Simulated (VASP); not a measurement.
Set up this calculation in VASP 6.6.1, as the native input.

| Property | Result |
| --- | --- |
| Task | single point |
| Functional | PBEsol |
| Potentials or basis | VASP PAW PBE potentials, release 64 (Ti_sv, Al) |
| Cutoff | 520 eV |
| k mesh | 12 × 12 × 12 |
| Occupations | gaussian, width 0.15 eV |
| Spin | collinear spin |
| Starting moments | [0.1, 0.1, 0.1, 0.0] μB |
| Fixed moment | 0.3 μB |
| Dipole correction | no |
| Further INCAR settings | ALGO = Normal; EDIFF = 1e-07; NBANDS = 32 |

The structure of Ti3Al lies in POSCAR:

```
Ti3Al
1.0
    0.0000000000      3.3188998145      3.3188998145
    3.3188998145      0.0000000000      3.3188998145
    3.3188998145      3.3188998145      0.0000000000
Ti Al
3 1
Direct
    0.7500000000      0.7500000000      0.7500000000
    0.2500000000      0.2500000000      0.2500000000
    0.0000000000      0.0000000000      0.0000000000
    0.5000000000      0.5000000000      0.5000000000
```

These files were run (other wordings do the same):

INCAR

```
SYSTEM = Ti3Al
PREC = Accurate
ENCUT = 520
EDIFF = 1E-7
ISMEAR = 0
SIGMA = 0.15
LREAL = .FALSE.
LASPH = .TRUE.
NELM = 150
ALGO = Normal
ISIF = 2
LWAVE = .FALSE.
LCHARG = .FALSE.
ISPIN = 2
MAGMOM = 0.1 0.1 0.1 0
LORBIT = 11
NUPDOWN = 0.3
LMAXMIX = 4
GGA = PS
NBANDS = 32
```

KPOINTS

```
Automatic mesh
0
G
  12 12 12
  0 0 0
```

Potentials or basis: VASP PAW PBE potentials, release 64 (Ti_sv, Al).

Launch:

```bash
$ cat potpaw_PBE.64/Ti_sv/POTCAR potpaw_PBE.64/Al/POTCAR > POTCAR
$ mpirun -np 1 vasp_std > vasp.out
```

It gave:

* Pressure: -11.7 GPa
* Net moment: 0.30 μB per cell
* Site moments: Ti -0.00, +0.25 (each value once); Al -0.00 μB
* Valence electrons inside the program's atomic spheres: Ti 10.16, 10.23 (each value once); Al 0.78

Caveat: the cell stands under tension; the PAW data sets were made with another functional, which shifts forces and pressure a little; the total moment is fixed, so each spin has its own Fermi level and the state may be an excited one.

It took 2.5 min on 1 thread of Intel(R) Xeon(R) 6975P-C (Granite Rapids), on a shared host, peak memory 0.4 GiB.
